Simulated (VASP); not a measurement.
# Bi (Im-3m) in VASP: a series of runs, part 2 of 2

VASP 6.6.1. The steps go on from the part before.

### Step 4. Relaxation of cell and atoms, PBE

The input, INCAR:

```
PREC = Accurate
ENCUT = 600
EDIFF = 1E-6
ISMEAR = 0
SIGMA = 0.1
LREAL = False
LASPH = True
NELM = 100
ALGO = Normal
ISIF = 3
LWAVE = False
LCHARG = False
GGA = PE
IBRION = 2
NSW = 100
EDIFFG = -0.01
```

The input, KPOINTS:

```
regular mesh
0
Gamma
  20 20 20
```

The input, POSCAR:

```
Bi
1.0
   -1.9814305318      1.9814305318      1.9814305318
    1.9814305318     -1.9814305318      1.9814305318
    1.9814305318      1.9814305318     -1.9814305318
Bi
1
Direct
    0.0000000000      0.0000000000      0.0000000000
```

Potentials or basis: VASP PAW PBE potentials, release 64 (Bi_d).

Launch:

```sh
> cat potpaw_PBE.64/Bi_d/POTCAR > POTCAR
> mpirun -np 1 vasp_std > vasp.out
```

OUTCAR:

```text
PREC = Accurate
   ENCUT = 600
   EDIFF = 1E-6
   ISMEAR = 0
   LREAL = False
   LASPH = True
   NELM = 100
   ISIF = 3
   GGA = PE
   IBRION = 2
   NSW = 100
   EDIFFG = -0.01

 ion  position               nearest neighbor table
   1  0.000  0.000  0.000-

  LATTYP: Found a body centered cubic cell.
 ALAT       =     3.9628610636

  Lattice vectors:

 A1 = (  -1.9814305318,   1.9814305318,   1.9814305318)
 A2 = (   1.9814305318,  -1.9814305318,   1.9814305318)
 A3 = (   1.9814305318,   1.9814305318,  -1.9814305318)

Analysis of symmetry for initial positions (statically):
=====================================================================
 Subroutine PRICEL returns:
 Original cell was already a primitive cell.

 Routine SETGRP: Setting up the symmetry group for a
 body centered cubic supercell.

 Subroutine GETGRP returns: Found 48 space group operations
[... 9 lines left out ...]

 Routine SETGRP: Setting up the symmetry group for a
 body centered cubic supercell.

 Subroutine GETGRP returns: Found 48 space group operations
[... 11 lines left out ...]
                                     Primitive cell

  volume of cell :      31.1169

  direct lattice vectors                    reciprocal lattice vectors
    -1.981430532  1.981430532  1.981430532     0.000000000  0.252342937  0.252342937
     1.981430532 -1.981430532  1.981430532     0.252342937  0.000000000  0.252342937
     1.981430532  1.981430532 -1.981430532     0.252342937  0.252342937  0.000000000

  length of vectors
     3.431938353  3.431938353  3.431938353     0.356866804  0.356866804  0.356866804

  position of ions in fractional coordinates (direct lattice)
     0.000000000  0.000000000  0.000000000

  ion indices of the primitive-cell ions
   primitive index   ion index
                 1           1

----------------------------------------------------------------------------------------

 KPOINTS: regular mesh

Automatic generation of k-mesh.
 Grid dimensions read from file:
 generate k-points for:   20   20   20

 Generating k-lattice:

  Cartesian coordinates                     Fractional coordinates (reciprocal lattice)
     0.000000000  0.012617147  0.012617147     0.050000000  0.000000000  0.000000000
     0.012617147  0.000000000  0.012617147     0.000000000  0.050000000  0.000000000
     0.012617147  0.012617147  0.000000000     0.000000000  0.000000000  0.050000000

  Length of vectors
     0.017843340  0.017843340  0.017843340

  Shift w.r.t. Gamma in fractional coordinates (k-lattice)
     0.000000000  0.000000000  0.000000000

 Subroutine IBZKPT returns following result:
 ===========================================

 Found    256 irreducible k-points:

 Following reciprocal coordinates:
            Coordinates               Weight
  0.000000  0.000000  0.000000      1.000000
  0.050000  0.000000  0.000000     12.000000
  0.100000  0.000000  0.000000     12.000000
  0.150000  0.000000  0.000000     12.000000
  0.200000  0.000000  0.000000     12.000000
  0.250000  0.000000  0.000000     12.000000
[... 16 lines left out ...]
  0.200000  0.100000  0.000000     48.000000
  0.250000  0.100000  0.000000     48.000000
 [... further k-points ...]
   k-points           NKPTS =    256   k-points in BZ     NKDIM =    256   number of bands    NBANDS=     11
   number of dos      NEDOS =    301   number of ions     NIONS =      1
   total plane-waves  NPLWV =  21952
   dimension x,y,z NGX =    28 NGY =   28 NGZ =   28
   dimension x,y,z NGXF=    56 NGYF=   56 NGZF=   56
   ions per type =               1
   NGX,Y,Z   is equivalent  to a cutoff of  13.56, 13.56, 13.56 a.u.
   NGXF,Y,Z  is equivalent  to a cutoff of  27.13, 27.13, 27.13 a.u.
 SYSTEM =  unknown system
   PREC   = accura    normal or accurate (medium, high low for compatibility)
   ISTART =      0    job   : 0-new  1-cont  2-samecut
   ICHARG =      2    charge: 1-file 2-atom 10-const
   ISPIN  =      1    spin polarized calculation?
   LNONCOLLINEAR =      F non collinear calculations
   LSORBIT =      F    spin-orbit coupling
   LASPH  =      T    aspherical Exc in radial PAW
   ENCUT  =  600.0 eV  44.10 Ry    6.64 a.u.   6.85  6.85  6.85*2*pi/ulx,y,z
   NELM   =    100;   NELMIN=  2; NELMDL= -5     # of ELM steps
   EDIFF  = 0.1E-05   stopping-criterion for ELM
   LREAL  =      F    real-space projection
   EDIFFG = -.1E-01   stopping-criterion for IOM
   NSW    =    100    number of steps for IOM
   IBRION =      2    ionic relax: 0-MD 1-quasi-New 2-CG
   NFREE  =      1    steps in history (QN), initial steepest desc. (CG)
   ISIF   =      3    stress and relaxation
   ISYM   =      2    0-nonsym 1-usesym 2-fastsym
   POTIM  = 0.5000    time-step for ionic-motion
   TEBEG  =    0.0;   TEEND  =   0.0 temperature during run
   PSTRESS=    0.0 pullay stress
   NELECT =      15.0000    total number of electrons
   NUPDOWN=      -1.0000    fix difference up-down
   EMIN   =  10.00;   EMAX   =-10.00  energy-range for DOS
   EFERMI =   0.00;   METHOD = LEGACY
   ISMEAR =     0;   SIGMA  =   0.10  broadening in eV -4-tet -1-fermi 0-gaus
   EFERMI_NEDOS =   21; number of points for ismear=-14 and -15
   IALGO  =     38    algorithm
   IMIX   =      4    mixing-type and parameters
     AMIX     =   0.40;   BMIX     =  1.00
     AMIX_MAG =   1.60;   BMIX_MAG =  1.00
  volume/ion in A,a.u.               =      31.12       209.99
  Fermi-wavevector in a.u.,A,eV,Ry     =   1.283630  2.425708 22.418388  1.647705
  Thomas-Fermi vector in A             =   2.415871
   LORBIT       =      0    0 simple, 1 ext, 2 COOP (PROOUT), +10 PAW based schemes
   GGA     = PE    functional components
   LHFCALC =     F    Hartree Fock is set to
   AEXX    =    0.0000 exact exchange contribution
   IVDW    =     0    specifies the selected vdW correction
   LEPSILON=     F    determine dielectric tensor
   LRPA    =     F    only Hartree local field effects (RPA)
 conjugate gradient relaxation of ions
 non-spin polarized calculation
 Gauss-broadening in eV      SIGMA  =   0.10
  energy-cutoff  :      600.00
  volume of cell :       31.12
 maximum number of plane-waves:      1055
   NGX = 13   NGY = 13   NGZ = 13

--------------------------------------- Ionic step        1  -------------------------------------------

 number of electron      14.9999994 magnetization

 Free energy of the ion-electron system (eV)
  ---------------------------------------------------
  ext. energy  EPLUGINS =         0.00000000
  ---------------------------------------------------
  free energy    TOTEN  =        -3.75898746 eV

  energy without entropy =       -3.75657166  energy(sigma->0) =       -3.75777956

------------------------ aborting loop because EDIFF is reached ----------------------------------------

  FORCE on cell =-STRESS in cart. coord.  units (eV):
  Direction    XX          YY          ZZ          XY          YZ          ZX
  --------------------------------------------------------------------------------------
  -------------------------------------------------------------------------------------
  Total        0.1748156      0.1748156      0.1748156      0.0000000      0.0000000      0.0000000
  in kB        9.0010713      9.0010713      9.0010713      0.0000000      0.0000000      0.0000000
  external PRESSURE =       9.0010713 kB  Pullay stress =       0.0000000 kB
[... 55 lines left out ...]
  energy  without entropy=       -3.7575973497  energy(sigma->0) =       -3.75873119

--------------------------------------- Ionic step        3  -------------------------------------------

 number of electron      14.9999998 magnetization

 Free energy of the ion-electron system (eV)
  ---------------------------------------------------
  ext. energy  EPLUGINS =         0.00000000
  ---------------------------------------------------
  free energy    TOTEN  =        -3.76032436 eV

  energy without entropy =       -3.75801571  energy(sigma->0) =       -3.75917004

 E-fermi :   7.6882     XC(G=0): -10.2187

 val. band max:        7.6775607844   @ k =   0.2000   0.2000   0.1500
 cond. band min:       7.6999518108   @ k =  -0.4500  -0.4500   0.3000
 fundamental gap:      0.0223910264
 Fermi energy:         7.6881667403

 k-point     1 :       0.0000    0.0000    0.0000
  band No.  band energies     occupation
      1     -15.3022      2.00000
      2     -15.3022      2.00000
      3     -15.3022      2.00000
      4     -15.1800      2.00000
      5     -15.1800      2.00000
      6      -5.6895      2.00000
      7      12.7323      0.00000
      8      12.7323      0.00000
      9      12.7323      0.00000
     10      16.6537      0.00000
     11      18.1960      0.00000
[... 309 lines left out ...]
 k-point    24 :       0.2500    0.1000    0.0000
  band No.  band energies     occupation
      1     -15.3193      2.00000
      2     -15.2734      2.00000
      3     -15.1989      2.00000
      4     -15.1867      2.00000
      5     -15.1685      2.00000
      6      -4.0493      2.00000
      7       5.6845      2.00000
      8       9.3690      0.00000
      9      11.1377      0.00000
     10      15.0758      0.00000
     11      16.6772      0.00000

 [... further k-points ...]
[... 5 lines left out ...]
  --------------------------------------------------------------------------------------
  -------------------------------------------------------------------------------------
  Total        0.0048630      0.0048630      0.0048630      0.0000000     -0.0000000      0.0000000
  in kB        0.2465033      0.2465033      0.2465033      0.0000000     -0.0000000      0.0000000
  external PRESSURE =       0.2465033 kB  Pullay stress =       0.0000000 kB
[... 16 lines left out ...]
  FREE ENERGIE OF THE ION-ELECTRON SYSTEM (eV)
  ---------------------------------------------------
  free  energy   TOTEN  =        -3.7603243622 eV

  energy  without entropy=       -3.7580157116  energy(sigma->0) =       -3.75917004

 reached required accuracy - stopping structural energy minimisation
```

OSZICAR:

```text
N       E                     dE             d eps       ncg     rms          rms(c)
DAV:   1     0.108282004435E+03    0.10828E+03   -0.88182E+03  5641   0.174E+03
DAV:   2     0.179760671888E+01   -0.10648E+03   -0.10445E+03  5761   0.374E+02
DAV:   3    -0.362254618689E+01   -0.54202E+01   -0.53267E+01  6533   0.908E+01
[... 21 lines left out ...]
DAV:   3    -0.376027505766E+01    0.24798E-02   -0.10258E-02  8831   0.194E+00    0.272E-02
DAV:   4    -0.376029613834E+01   -0.21081E-04   -0.11800E-04  5782   0.133E-01    0.155E-02
DAV:   5    -0.376033298425E+01   -0.36846E-04   -0.12909E-04  5959   0.114E-01    0.803E-03
DAV:   6    -0.376032493417E+01    0.80501E-05   -0.13380E-05  6193   0.476E-02    0.163E-03
DAV:   7    -0.376032436222E+01    0.57195E-06   -0.62145E-07  3581   0.613E-03
   3 F= -.37603244E+01 E0= -.37591700E+01  d E =-.133690E-02
```

It took 2.4 min on 1 thread of Intel Xeon Platinum 8488C (Sapphire Rapids), shared host; peak memory 0.24 GiB.

What came out:

```yaml
Free_energy: -3.7603 eV
Relaxed_volume: 31.61 Å³/atom
Relaxed_cell: a = 3.450 Å, b = 3.450 Å, c = 3.450 Å, α = 109.47°, β = 109.47°, γ = 109.47°
Space_group_after_relaxing_to_0.05_Å: Im-3m (No. 229)
Energy_gained_by_relaxing: 1.3 meV/atom
Ionic_steps: 3
Pressure_after_relaxing: 0.0 GPa
```

Step by step:
```
step  energy change (eV)  largest force (eV/Å)  pressure (GPa)  volume (Å³)
   1              0.0000                0.0000            0.90        31.12
   2             -0.0009                0.0000           -0.47        31.91
   3             -0.0013                0.0000            0.02        31.61
```

Final structure:
```yaml
crystal:
  lattice:
    - [-1.99180, 1.99180, 1.99180]
    - [1.99180, -1.99180, 1.99180]
    - [1.99180, 1.99180, -1.99180]
  atoms:
    - { symbol: Bi, position: [0.00000, 0.00000, 0.00000] }
```

Caveat: spin-orbit coupling is left out, which moves the levels of the heavy elements.

### Step 5. Overview

```csv
task,cell,k mesh,cutoff (eV),gap on the mesh (eV),pressure (GPa)
single point,"a = 3.432 Å, angles 109.5°, 1 atom",6 × 6 × 6,520,none,1.0
single point,"a = 3.451 Å, angles 109.5°, 1 atom",20 × 20 × 20,520,none,-0.1
relaxation of cell and atoms,"relaxed from a = 3.432 Å, angles 109.5°, 1 atom",20 × 20 × 20,600,none,0.0
```

Alike in all rows: level PBE; potentials or basis VASP PAW PBE potentials, release 64 (Bi_d); no spin polarisation; smearing gaussian 0.1 eV.

Caveats: some runs use coarse meshes; spin-orbit coupling is left out, which moves the levels of the heavy elements.

Total energies depend on the potentials used, so only differences within one code and one set of settings carry meaning.
